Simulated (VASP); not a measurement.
# Ir (I4/mmm) in VASP: a series of runs

Runs on Ir. Level: r2SCAN. Tasks: single point.

All numbers are computed with VASP 6.6.1; they aren't measurements. Logs are shortened: lines on timing, memory, paths and dates and some standing lists are left out, and cuts for length are marked.

## 1. The cell of the first run

The structure is tetragonal, space group I4/mmm (No. 139). Conventional cell: a = 2.722 Å, b = 2.722 Å, c = 3.838 Å, α = 90.00°, β = 90.00°, γ = 90.00°. Ir (site symmetry 4/mmm) has 12 Ir at 2.72 Å within 3.6 Å.

## 2. Single point, r2SCAN

Input file POSCAR:

```
Ir
1.0
    3.8492788677      0.0000000000      0.0000000000
    0.0000000000      3.8492788677      0.0000000000
   -1.9246394338      0.0000000000      1.9190324544
Ir
2
Direct
    0.0000000000      0.0000000000      0.0000000000
    0.5000000000      0.5000000000      0.0000000000
```

Input file INCAR.step1:

```
SYSTEM = Ir
PREC = Accurate
ENCUT = 520
ISMEAR = 0
SIGMA = 0.1
LREAL = .False.
LASPH = .True.
NELM = 80
NBANDS = 16
GGA = PE
ALGO = Normal
EDIFF = 1E-4
LWAVE = .True.
LCHARG = .False.
```

Input file INCAR.step2:

```
SYSTEM = Ir
PREC = Accurate
ENCUT = 520
EDIFF = 1E-7
ISMEAR = 0
SIGMA = 0.1
LREAL = .False.
LASPH = .True.
NELM = 80
ALGO = Normal
ISIF = 2
LWAVE = .False.
LCHARG = .True.
METAGGA = R2SCAN
LMIXTAU = .True.
LELF = .True.
LVHAR = .True.
NBANDS = 16
ISTART = 1
```

Input file KPOINTS:

```
regular mesh
0
Gamma
  9 9 18
  0 0 0
```

Potentials or basis: VASP PAW PBE potentials, release 64 (Ir).

Run with:

```console
$ cat potpaw_PBE.64/Ir/POTCAR > POTCAR
$ cp INCAR.step1 INCAR
$ mpirun -np 1 vasp_std > vasp.out
$ cp INCAR.step2 INCAR
$ mpirun -np 1 vasp_std > vasp.out
```

OUTCAR:

```text
SYSTEM = Ir
   PREC = Accurate
   ENCUT = 520
   EDIFF = 1E-7
   ISMEAR = 0
   LREAL = .False.
   LASPH = .True.
   NELM = 80
   ISIF = 2
   METAGGA = R2SCAN
   ISTART = 1

 ion  position               nearest neighbor table
   1  0.000  0.000  0.000-   2 2.72   2 2.72   2 2.72   2 2.72   2 2.72   2 2.72   2 2.72   2 2.72

   2  0.500  0.500  0.000-   1 2.72   1 2.72   1 2.72   1 2.72   1 2.72   1 2.72   1 2.72   1 2.72

  LATTYP: Found a base centered orthorhombic cell.
 ALAT       =     3.8380649088
 B/A-ratio  =     1.0029217742
 C/A-ratio  =     1.0029217742

  Lattice vectors:

 A1 = (  -1.9246394338,   0.0000000000,   1.9190324544)
 A2 = (   1.9246394339,   0.0000000000,   1.9190324544)
 A3 = (   0.0000000000,   3.8492788677,   0.0000000000)

Analysis of symmetry for initial positions (statically):
=====================================================================
 Subroutine PRICEL returns following result:

  LATTYP: Found a body centered tetragonal cell.
 ALAT       =     2.7218511900
 C/A-ratio  =     1.4100935874

  Lattice vectors:

 A1 = (  -0.0000000000,   1.9246394339,  -1.9190324544)
 A2 = (  -0.0000000000,  -1.9246394338,  -1.9190324544)
 A3 = (  -1.9246394338,   0.0000000000,   1.9190324544)

   2 primitive cells build up your supercell.

 Routine SETGRP: Setting up the symmetry group for a
 base centered orthorhombic supercell.

 Subroutine GETGRP returns: Found  8 space group operations
 (whereof  8 operations were pure point group operations)
 out of a pool of  8 trial point group operations.

The static configuration has the point symmetry D_2h.

Analysis of symmetry for dynamics (positions and initial velocities):
=====================================================================
 Subroutine PRICEL returns following result:

  LATTYP: Found a body centered tetragonal cell.
 ALAT       =     2.7218511900
 C/A-ratio  =     1.4100935874

  Lattice vectors:

 A1 = (  -0.0000000000,   1.9246394339,  -1.9190324544)
 A2 = (  -0.0000000000,  -1.9246394338,  -1.9190324544)
 A3 = (  -1.9246394338,   0.0000000000,   1.9190324544)

   2 primitive cells build up your supercell.

 Routine SETGRP: Setting up the symmetry group for a
 base centered orthorhombic supercell.

 Subroutine GETGRP returns: Found  8 space group operations
 (whereof  8 operations were pure point group operations)
[... 91 lines left out ...]
   PREC   = accura    normal or accurate (medium, high low for compatibility)
   ISTART =      1    job   : 0-new  1-cont  2-samecut
   ICHARG =      0    charge: 1-file 2-atom 10-const
   ISPIN  =      1    spin polarized calculation?
   LNONCOLLINEAR =      F non collinear calculations
   LSORBIT =      F    spin-orbit coupling
   LASPH  =      T    aspherical Exc in radial PAW
   ENCUT  =  520.0 eV  38.22 Ry    6.18 a.u.   7.16  7.16  5.05*2*pi/ulx,y,z
   NELM   =     80;   NELMIN=  2; NELMDL=  0     # of ELM steps
   EDIFF  = 0.1E-06   stopping-criterion for ELM
   LREAL  =      F    real-space projection
   EDIFFG = 0.1E-05   stopping-criterion for IOM
   NSW    =      0    number of steps for IOM
   IBRION =     -1    ionic relax: 0-MD 1-quasi-New 2-CG
   NFREE  =      0    steps in history (QN), initial steepest desc. (CG)
   ISIF   =      2    stress and relaxation
   ISYM   =      2    0-nonsym 1-usesym 2-fastsym
   POTIM  = 0.5000    time-step for ionic-motion
   TEBEG  =    0.0;   TEEND  =   0.0 temperature during run
   PSTRESS=    0.0 pullay stress
   NELECT =      18.0000    total number of electrons
   NUPDOWN=      -1.0000    fix difference up-down
   EMIN   =  10.00;   EMAX   =-10.00  energy-range for DOS
   EFERMI =   0.00;   METHOD = LEGACY
   ISMEAR =     0;   SIGMA  =   0.10  broadening in eV -4-tet -1-fermi 0-gaus
   EFERMI_NEDOS =   21; number of points for ismear=-14 and -15
   IALGO  =     38    algorithm
   IMIX   =      4    mixing-type and parameters
     AMIX     =   0.40;   BMIX     =  1.00
     AMIX_MAG =   1.60;   BMIX_MAG =  1.00
  volume/ion in A,a.u.               =      14.22        95.94
  Fermi-wavevector in a.u.,A,eV,Ry     =   1.405676  2.656343 26.884102  1.975926
  Thomas-Fermi vector in A             =   2.528113
   LORBIT       =      0    0 simple, 1 ext, 2 COOP (PROOUT), +10 PAW based schemes
   METAGGA = R2SCAN    functional components
   LHFCALC =     F    Hartree Fock is set to
   AEXX    =    0.0000 exact exchange contribution
   IVDW    =     0    specifies the selected vdW correction
   LEPSILON=     F    determine dielectric tensor
   LRPA    =     F    only Hartree local field effects (RPA)
 non-spin polarized calculation
 Gauss-broadening in eV      SIGMA  =   0.10
  energy-cutoff  :      520.00
  volume of cell :       28.43
 maximum number of plane-waves:       782
 NGX is ok and might be reduce to    30
   NGX = 15   NGY = 15   NGZ = 11

 number of electron      18.0000000 magnetization

 Free energy of the ion-electron system (eV)
  ---------------------------------------------------
  ext. energy  EPLUGINS =         0.00000000
  ---------------------------------------------------
  free energy    TOTEN  =      -104.74268353 eV

  energy without entropy =     -104.73352440  energy(sigma->0) =     -104.73810396

 E-fermi :  10.1123     XC(G=0): -15.2949

 val. band max:       10.1119523345   @ k =   0.1111   0.3333   0.2222
 cond. band min:      10.1132948227   @ k =  -0.4444   0.4444   0.1111
 fundamental gap:      0.0013424882
 Fermi energy:        10.1123330633

 k-point     1 :       0.0000    0.0000    0.0000
  band No.  band energies     occupation
      1      -1.3838      2.00000
      2       1.9380      2.00000
      3       2.5195      2.00000
      4       6.1069      2.00000
      5       6.1069      2.00000
      6       6.1460      2.00000
[... 433 lines left out ...]
      3       5.6486      2.00000
      4       6.0568      2.00000
      5       6.3266      2.00000
      6       6.5401      2.00000
[... 8 lines left out ...]
     15      25.9954      0.00000
     16      26.0956      0.00000

 [... further k-points ...]
[... 5 lines left out ...]
  --------------------------------------------------------------------------------------
  -------------------------------------------------------------------------------------
  Total        0.2857710      0.2857695      0.4891741      0.0000000      0.0000000      0.0000000
  in kB       16.1022921     16.1022080     27.5634134      0.0000000      0.0000000      0.0000000
  external PRESSURE =      19.9226378 kB  Pullay stress =       0.0000000 kB

 VOLUME and BASIS-vectors are now :
 -----------------------------------------------------------------------------
  energy-cutoff  :      520.00
  volume of cell :       28.43
      direct lattice vectors                 reciprocal lattice vectors
     3.849278868  0.000000000  0.000000000     0.259788920  0.000000000  0.260547965
     0.000000000  3.849278868  0.000000000     0.000000000  0.259788920  0.000000000
    -1.924639434  0.000000000  1.919032454     0.000000000  0.000000000  0.521095929

 POSITION                                       TOTAL-FORCE (eV/Angst)
 -----------------------------------------------------------------------------------
      0.00000      0.00000      0.00000        -0.000000      0.000000      0.000000
      1.92464      1.92464      0.00000         0.000000     -0.000000     -0.000000
 -----------------------------------------------------------------------------------
    total drift:                                0.000000      0.000000     -0.000000

  FREE ENERGIE OF THE ION-ELECTRON SYSTEM (eV)
  ---------------------------------------------------
  free  energy   TOTEN  =      -104.7426835324 eV

  energy  without entropy=     -104.7335243966  energy(sigma->0) =     -104.73810396
```

Wall time 3.3 min (1 thread of Intel Xeon 6975P-C (Granite Rapids), shared host); peak memory 0.23 GiB.

What came out:

```
Free energy            : -104.7427 eV
Pressure               : 2.0 GPa
Band gap on the k mesh : zero (band 9 reaches 11.66 eV, above the bottom of band 10 at 8.64 eV)
```

Levels at points of the mesh, in eV from the Fermi level:
```tsv
k point	band 7	band 8	band 9	band 10	band 11	band 12
(0.00, 0.00, 0.00)	-1.33	-1.28	0.81	1.51	1.55	1.74
(0.00, 0.00, 0.50)	1.51	1.53	1.53	1.55	1.74	1.80
```

Caveat: the PAW data sets were made with another functional, which shifts forces and pressure a little; spin-orbit coupling is left out, which moves the levels of the heavy elements.

## 3. Single point, r2SCAN

Input file POSCAR:

```
Ir
1.0
    3.8492788677      0.0000000000     -0.0000000001
    0.0000000000      3.8492788677      0.0000000000
   -1.9246394338      0.0000000000      1.9198889802
Ir
2
Direct
    0.0000000000      0.0000000000      0.0000000000
    0.5000000000      0.5000000000      0.0000000000
```

Input file INCAR.step1:

```
SYSTEM = Ir
PREC = Accurate
ENCUT = 520
ISMEAR = 0
SIGMA = 0.1
LREAL = .FALSE.
LASPH = .TRUE.
NELM = 100
NBANDS = 16
GGA = PE
ALGO = Normal
EDIFF = 1E-4
LWAVE = .TRUE.
LCHARG = .FALSE.
```

Input file INCAR.step2:

```
SYSTEM = Ir
PREC = Accurate
ENCUT = 520
EDIFF = 1E-6
ISMEAR = 0
SIGMA = 0.1
LREAL = .FALSE.
LASPH = .TRUE.
NELM = 100
ALGO = Normal
ISIF = 2
LWAVE = .FALSE.
LCHARG = .FALSE.
METAGGA = R2SCAN
LMIXTAU = .TRUE.
NBANDS = 16
ISTART = 1
```

Input file KPOINTS:

```
Automatic mesh
0
G
  9 9 18
  0 0 0
```

Potentials or basis: VASP PAW PBE potentials, release 64 (Ir).

Run with:

```console
$ cat potpaw_PBE.64/Ir/POTCAR > POTCAR
$ cp INCAR.step1 INCAR
$ mpirun -np 1 vasp_std > vasp.out
$ cp INCAR.step2 INCAR
$ mpirun -np 1 vasp_std > vasp.out
```

Wall time 2.9 min (1 thread of Intel Xeon 6975P-C (Granite Rapids), shared host); peak memory 0.23 GiB.

It converged, with:

```
Free energy            : -104.7429 eV
Pressure               : 1.8 GPa
Band gap on the k mesh : zero (band 9 reaches 11.65 eV, above the bottom of band 10 at 8.63 eV)
```

Stress tensor (GPa, compression positive):
```
1.49 0.00 0.00
0.00 1.49 0.00
0.00 0.00 2.46
```

Levels at points of the mesh, in eV from the Fermi level:
| k point | band 6 | band 7 | band 8 | band 9 | band 10 | band 11 | band 12 | band 13 |
| --- | --- | --- | --- | --- | --- | --- | --- | --- |
| (0.00, 0.00, 0.00) | -3.97 | -1.32 | -1.28 | 0.81 | 1.51 | 1.55 | 1.74 | 10.95 |
| (0.00, 0.00, 0.50) | 0.81 | 1.51 | 1.53 | 1.53 | 1.55 | 1.74 | 1.80 | 10.95 |

Caveat: the PAW data sets were made with another functional, which shifts forces and pressure a little; spin-orbit coupling is left out, which moves the levels of the heavy elements.
